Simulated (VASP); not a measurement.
# Ta2C (P-31m) in VASP: single point with PBEsol

Aim: the single point of Ta2C with PBEsol.

Program: VASP 6.6.1. These are calculated values, not measurements. Logs are shortened: lines on timing, memory, paths and dates and some standing lists are left out, and cuts for length are marked.

**1. The cell of the first run**

It takes space group P-31m (No. 162, trigonal). The conventional cell has a = 5.372 Å, b = 5.372 Å, c = 4.892 Å, α = 90.00°, β = 90.00°, γ = 120.00°. Ta (site symmetry m) has 3 C at 2.16 to 2.18 Å and 12 Ta at 2.99 to 3.14 Å within 3.2 Å. C (site symmetry 32) has 6 Ta at 2.16 Å within 2.9 Å. Within 2.9 Å of C (site symmetry -3m) lie 6 Ta at 2.18 Å.

**2. Single point, PBEsol**

INCAR

```
SYSTEM = Ta2C
ALGO = Normal ; EDIFF = 1E-7
ENCUT = 520 ; GGA = PS
ISIF = 2 ; ISMEAR = 0
LASPH = .True. ; LCHARG = .True.
LELF = .True. ; LREAL = .False.
LVHAR = .True. ; LWAVE = .False.
NBANDS = 49 ; NELM = 80
PREC = Accurate ; SIGMA = 0.1
```

KPOINTS

```
k-points
0
Gamma
  12 12 8
  0 0 0
```

POSCAR

```
Ta2C
1.0
    5.3722485952      0.0000000000      0.0000000000
   -2.6861242976      4.6525037589      0.0000000000
    0.0000000000      0.0000000000      4.8920823963
Ta C
6 3
Direct
    0.6627904010      0.6627904010      0.7517849302
    0.0000000000      0.3372095990      0.7517849302
    0.3372095990      0.0000000000      0.7517849302
    0.3372095990      0.3372095990      0.2482150698
    0.0000000000      0.6627904010      0.2482150698
    0.6627904010      0.0000000000      0.2482150698
    0.6666666667      0.3333333333      0.5000000000
    0.3333333333      0.6666666667      0.5000000000
    0.0000000000      0.0000000000      0.0000000000
```

Potentials or basis: VASP PAW PBE potentials, release 64 (Ta_pv, C).

The run is started by

```
$ cat potpaw_PBE.64/Ta_pv/POTCAR potpaw_PBE.64/C/POTCAR > POTCAR
$ mpirun -np 1 vasp_std > vasp.out
```

OUTCAR:

```text
SYSTEM = Ta2C
   EDIFF = 1E-7
   ENCUT = 520
   GGA = PS
   ISIF = 2
   ISMEAR = 0
   LASPH = .True.
   LREAL = .False.
   NELM = 80
   PREC = Accurate

 ion  position               nearest neighbor table
   1  0.663  0.663  0.752-   8 2.16   7 2.16   9 2.18   4 2.99   4 3.02   5 3.03   6 3.03   5 3.06
                             6 3.06   2 3.08   2 3.08   3 3.08   3 3.08   3 3.14   2 3.14
   2  0.000  0.337  0.752-   7 2.16   8 2.16   9 2.18   5 2.99   5 3.02   4 3.03   6 3.03   4 3.06
                             6 3.06   1 3.08   1 3.08   3 3.08   3 3.08   3 3.14   1 3.14
   3  0.337  0.000  0.752-   8 2.16   7 2.16   9 2.18   6 2.99   6 3.02   5 3.03   4 3.03   5 3.06
                             4 3.06   1 3.08   2 3.08   1 3.08   2 3.08   2 3.14   1 3.14
   4  0.337  0.337  0.248-   7 2.16   8 2.16   9 2.18   1 2.99   1 3.02   2 3.03   3 3.03   2 3.06
                             3 3.06   5 3.08   5 3.08   6 3.08   6 3.08   6 3.14   5 3.14
   5  0.000  0.663  0.248-   8 2.16   7 2.16   9 2.18   2 2.99   2 3.02   1 3.03   3 3.03   1 3.06
                             3 3.06   4 3.08   4 3.08   6 3.08   6 3.08   6 3.14   4 3.14
   6  0.663  0.000  0.248-   7 2.16   8 2.16   9 2.18   3 2.99   3 3.02   1 3.03   2 3.03   2 3.06
                             1 3.06   4 3.08   5 3.08   4 3.08   5 3.08   5 3.14   4 3.14
   7  0.667  0.333  0.500-   2 2.16   6 2.16   5 2.16   3 2.16   4 2.16   1 2.16
   8  0.333  0.667  0.500-   5 2.16   3 2.16   2 2.16   6 2.16   1 2.16   4 2.16
   9  0.000  0.000  0.000-   3 2.18   6 2.18   1 2.18   4 2.18   5 2.18   2 2.18

  LATTYP: Found a hexagonal cell.
 ALAT       =     5.3722485952
 C/A-ratio  =     0.9106210015

  Lattice vectors:

 A1 = (   5.3722485952,   0.0000000000,   0.0000000000)
 A2 = (  -2.6861242976,   4.6525037589,   0.0000000000)
 A3 = (   0.0000000000,   0.0000000000,   4.8920823963)

Analysis of symmetry for initial positions (statically):
=====================================================================
 Subroutine PRICEL returns:
 Original cell was already a primitive cell.

 Routine SETGRP: Setting up the symmetry group for a
 hexagonal supercell.

 Subroutine GETGRP returns: Found 12 space group operations
 (whereof 12 operations were pure point group operations)
 out of a pool of 24 trial point group operations.

The static configuration has the point symmetry D_3d.

Analysis of symmetry for dynamics (positions and initial velocities):
=====================================================================
 Subroutine PRICEL returns:
 Original cell was already a primitive cell.

 Routine SETGRP: Setting up the symmetry group for a
 hexagonal supercell.

 Subroutine GETGRP returns: Found 12 space group operations
 (whereof 12 operations were pure point group operations)
 out of a pool of 24 trial point group operations.

The dynamic configuration has the point symmetry D_3d.

 Subroutine INISYM returns: Found 12 space group operations
 (whereof 12 operations are pure point group operations),
 and found     1 'primitive' translations

----------------------------------------------------------------------------------------

                                     Primitive cell

  volume of cell :     122.2747

  direct lattice vectors                    reciprocal lattice vectors
     5.372248595  0.000000000  0.000000000     0.186141796  0.107469016  0.000000000
    -2.686124298  4.652503759  0.000000000     0.000000000  0.214938032  0.000000000
     0.000000000  0.000000000  4.892082396     0.000000000  0.000000000  0.204411929

  length of vectors
     5.372248595  5.372248595  4.892082396     0.214938032  0.214938032  0.204411929

  position of ions in fractional coordinates (direct lattice)
     0.662790401  0.662790401  0.751784930
     0.000000000  0.337209599  0.751784930
     0.337209599  0.000000000  0.751784930
     0.337209599  0.337209599  0.248215070
     0.000000000  0.662790401  0.248215070
     0.662790401  0.000000000  0.248215070
     0.666666667  0.333333333  0.500000000
     0.333333333  0.666666667  0.500000000
     0.000000000  0.000000000  0.000000000

  ion indices of the primitive-cell ions
   primitive index   ion index
                 1           1
                 2           2
                 3           3
                 4           4
                 5           5
                 6           6
                 7           7
                 8           8
                 9           9

----------------------------------------------------------------------------------------

 KPOINTS: k-points

Automatic generation of k-mesh.
 Grid dimensions read from file:
 generate k-points for:   12   12    8

 Generating k-lattice:

  Cartesian coordinates                     Fractional coordinates (reciprocal lattice)
     0.015511816  0.008955751  0.000000000     0.083333333  0.000000000  0.000000000
     0.000000000  0.017911503  0.000000000     0.000000000  0.083333333  0.000000000
     0.000000000  0.000000000  0.025551491     0.000000000  0.000000000  0.125000000

  Length of vectors
     0.017911503  0.017911503  0.025551491

  Shift w.r.t. Gamma in fractional coordinates (k-lattice)
     0.000000000  0.000000000  0.000000000

 Subroutine IBZKPT returns following result:
 ===========================================

 Found    131 irreducible k-points:

 Following reciprocal coordinates:
            Coordinates               Weight
  0.000000  0.000000  0.000000      1.000000
  0.083333  0.000000  0.000000      6.000000
  0.166667  0.000000  0.000000      6.000000
  0.250000  0.000000  0.000000      6.000000
  0.333333  0.000000  0.000000      6.000000
  0.416667  0.000000  0.000000      6.000000
[... 16 lines left out ...]
  0.250000  0.000000  0.125000     12.000000
  0.333333  0.000000  0.125000     12.000000
 [... further k-points ...]
   k-points           NKPTS =    131   k-points in BZ     NKDIM =    131   number of bands    NBANDS=     49
   number of dos      NEDOS =    301   number of ions     NIONS =      9
   total plane-waves  NPLWV =  57600
   dimension x,y,z NGX =    40 NGY =   40 NGZ =   36
   dimension x,y,z NGXF=    80 NGYF=   80 NGZF=   72
   ions per type =               6   3
   NGX,Y,Z   is equivalent  to a cutoff of  12.38, 12.38, 12.23 a.u.
   NGXF,Y,Z  is equivalent  to a cutoff of  24.76, 24.76, 24.47 a.u.
 SYSTEM =  Ta2C
   PREC   = accura    normal or accurate (medium, high low for compatibility)
   ISTART =      0    job   : 0-new  1-cont  2-samecut
   ICHARG =      2    charge: 1-file 2-atom 10-const
   ISPIN  =      1    spin polarized calculation?
   LNONCOLLINEAR =      F non collinear calculations
   LSORBIT =      F    spin-orbit coupling
   LASPH  =      T    aspherical Exc in radial PAW
   ENCUT  =  520.0 eV  38.22 Ry    6.18 a.u.   9.99  9.99  9.10*2*pi/ulx,y,z
   NELM   =     80;   NELMIN=  2; NELMDL= -5     # of ELM steps
   EDIFF  = 0.1E-06   stopping-criterion for ELM
   LREAL  =      F    real-space projection
   EDIFFG = 0.1E-05   stopping-criterion for IOM
   NSW    =      0    number of steps for IOM
   IBRION =     -1    ionic relax: 0-MD 1-quasi-New 2-CG
   NFREE  =      0    steps in history (QN), initial steepest desc. (CG)
   ISIF   =      2    stress and relaxation
   ISYM   =      2    0-nonsym 1-usesym 2-fastsym
   POTIM  = 0.5000    time-step for ionic-motion
   TEBEG  =    0.0;   TEEND  =   0.0 temperature during run
   PSTRESS=    0.0 pullay stress
   NELECT =      78.0000    total number of electrons
   NUPDOWN=      -1.0000    fix difference up-down
   EMIN   =  10.00;   EMAX   =-10.00  energy-range for DOS
   EFERMI =   0.00;   METHOD = LEGACY
   ISMEAR =     0;   SIGMA  =   0.10  broadening in eV -4-tet -1-fermi 0-gaus
   EFERMI_NEDOS =   21; number of points for ismear=-14 and -15
   IALGO  =     38    algorithm
   IMIX   =      4    mixing-type and parameters
     AMIX     =   0.40;   BMIX     =  1.00
     AMIX_MAG =   1.60;   BMIX_MAG =  1.00
  volume/ion in A,a.u.               =      13.59        91.68
  Fermi-wavevector in a.u.,A,eV,Ry     =   1.409270  2.663134 27.021736  1.986042
  Thomas-Fermi vector in A             =   2.531343
   LORBIT       =      0    0 simple, 1 ext, 2 COOP (PROOUT), +10 PAW based schemes
   GGA     = PS    functional components
   LHFCALC =     F    Hartree Fock is set to
   AEXX    =    0.0000 exact exchange contribution
   IVDW    =     0    specifies the selected vdW correction
   LEPSILON=     F    determine dielectric tensor
   LRPA    =     F    only Hartree local field effects (RPA)
 non-spin polarized calculation
 Gauss-broadening in eV      SIGMA  =   0.10
  energy-cutoff  :      520.00
  volume of cell :      122.27
 maximum number of plane-waves:      3316
   NGX = 19   NGY = 19   NGZ = 19

 number of electron      78.0000021 magnetization

 Free energy of the ion-electron system (eV)
  ---------------------------------------------------
  ext. energy  EPLUGINS =         0.00000000
  ---------------------------------------------------
  free energy    TOTEN  =      -109.75081265 eV

  energy without entropy =     -109.73639620  energy(sigma->0) =     -109.74360443

 E-fermi :   6.3516     XC(G=0): -12.9382

 val. band max:        6.3265375322   @ k =  -0.0833   0.2500   0.2500
 cond. band min:       6.3541221250   @ k =   0.1667   0.0833   0.3750
 fundamental gap:      0.0275845929
 Fermi energy:         6.3516495550

 k-point     1 :       0.0000    0.0000    0.0000
  band No.  band energies     occupation
      1     -28.3097      2.00000
      2     -28.0948      2.00000
      3     -27.9273      2.00000
      4     -27.8679      2.00000
      5     -27.8679      2.00000
      6     -27.8659      2.00000
[... 41 lines left out ...]
     48      10.3023      0.00000
     49      10.7195      0.00000

 k-point     2 :       0.0833    0.0000    0.0000
  band No.  band energies     occupation
      1     -28.3035      2.00000
      2     -28.0971      2.00000
      3     -27.9429      2.00000
      4     -27.8977      2.00000
      5     -27.8688      2.00000
      6     -27.8672      2.00000
[... 41 lines left out ...]
     48      10.2151      0.00000
     49      10.4105      0.00000

 k-point     3 :       0.1667    0.0000    0.0000
  band No.  band energies     occupation
      1     -28.2855      2.00000
      2     -28.1024      2.00000
      3     -27.9620      2.00000
      4     -27.9293      2.00000
      5     -27.8930      2.00000
      6     -27.8515      2.00000
[... 41 lines left out ...]
     48      10.1195      0.00000
     49      10.1370      0.00000

 k-point     4 :       0.2500    0.0000    0.0000
  band No.  band energies     occupation
      1     -28.2572      2.00000
      2     -28.1085      2.00000
      3     -27.9622      2.00000
      4     -27.9463      2.00000
      5     -27.9185      2.00000
      6     -27.8659      2.00000
[... 977 lines left out ...]
     48       9.7413      0.00000
     49      10.3397      0.00000

 k-point    23 :       0.2500    0.0000    0.1250
  band No.  band energies     occupation
      1     -28.2370      2.00000
      2     -28.1211      2.00000
      3     -28.0018      2.00000
      4     -27.9742      2.00000
      5     -27.9313      2.00000
      6     -27.8159      2.00000
[... 41 lines left out ...]
     48      10.1036      0.00000
     49      10.4276      0.00000

 k-point    24 :       0.3333    0.0000    0.1250
  band No.  band energies     occupation
      1     -28.2174      2.00000
      2     -28.1230      2.00000
      3     -27.9941      2.00000
      4     -27.9863      2.00000
      5     -27.9242      2.00000
      6     -27.8442      2.00000
[... 41 lines left out ...]
     48      10.3414      0.00000
     49      10.5668      0.00000

 [... further k-points ...]

------------------------ aborting loop because EDIFF is reached ----------------------------------------

  FORCE on cell =-STRESS in cart. coord.  units (eV):
  Direction    XX          YY          ZZ          XY          YZ          ZX
  --------------------------------------------------------------------------------------
  -------------------------------------------------------------------------------------
  Total        0.4278324      0.4278324      0.4235050      0.0000000      0.0000000      0.0000000
  in kB        5.6059298      5.6059298      5.5492273      0.0000000      0.0000000      0.0000000
  external PRESSURE =       5.5870290 kB  Pullay stress =       0.0000000 kB

 VOLUME and BASIS-vectors are now :
 -----------------------------------------------------------------------------
  energy-cutoff  :      520.00
  volume of cell :      122.27
      direct lattice vectors                 reciprocal lattice vectors
     5.372248595  0.000000000  0.000000000     0.186141796  0.107469016  0.000000000
    -2.686124298  4.652503759  0.000000000     0.000000000  0.214938032  0.000000000
     0.000000000  0.000000000  4.892082396     0.000000000  0.000000000  0.204411929

 POSITION                                       TOTAL-FORCE (eV/Angst)
 -----------------------------------------------------------------------------------
      1.78034      3.08363      3.67779        -0.001320     -0.002286      0.013764
     -0.90579      1.56887      3.67779        -0.001320      0.002286      0.013764
      1.81157      0.00000      3.67779         0.002639      0.000000      0.013764
      0.90579      1.56887      1.21429         0.001320      0.002286     -0.013764
     -1.78034      3.08363      1.21429         0.001320     -0.002286     -0.013764
      3.56067      0.00000      1.21429        -0.002639     -0.000000     -0.013764
      2.68612      1.55083      2.44604         0.000000     -0.000000     -0.000000
     -0.00000      3.10167      2.44604        -0.000000      0.000000      0.000000
      0.00000      0.00000      0.00000         0.000000      0.000000      0.000000
 -----------------------------------------------------------------------------------
    total drift:                               -0.000000      0.000000     -0.000000

  FREE ENERGIE OF THE ION-ELECTRON SYSTEM (eV)
  ---------------------------------------------------
  free  energy   TOTEN  =      -109.7508126493 eV

  energy  without entropy=     -109.7363962044  energy(sigma->0) =     -109.74360443
```

Run time: 11 min. Hardware: 1 thread of Intel Xeon Platinum 8488C (Sapphire Rapids), shared host; peak memory 0.64 GiB.

What came out:

```yaml
Free_energy: -109.7508 eV
Pressure: 0.6 GPa
Largest_force: 0.014 eV/Å
Band_gap_on_the_k_mesh: zero (bands 39 and 40 overlap by 1.02 eV)
```

Forces on the atoms (eV/Å):
```
Ta  -0.001 -0.002  0.014
Ta  -0.001  0.002  0.014
Ta   0.003  0.000  0.014
Ta   0.001  0.002 -0.014
Ta   0.001 -0.002 -0.014
Ta  -0.003  0.000 -0.014
C    0.000  0.000  0.000
C    0.000  0.000  0.000
C    0.000  0.000  0.000
```

Caveat: the PAW data sets were made with another functional, which shifts forces and pressure a little; spin-orbit coupling is left out, which moves the levels of the heavy elements.

The gap in the log of VASP goes by the Fermi energy; the results here count the filled bands.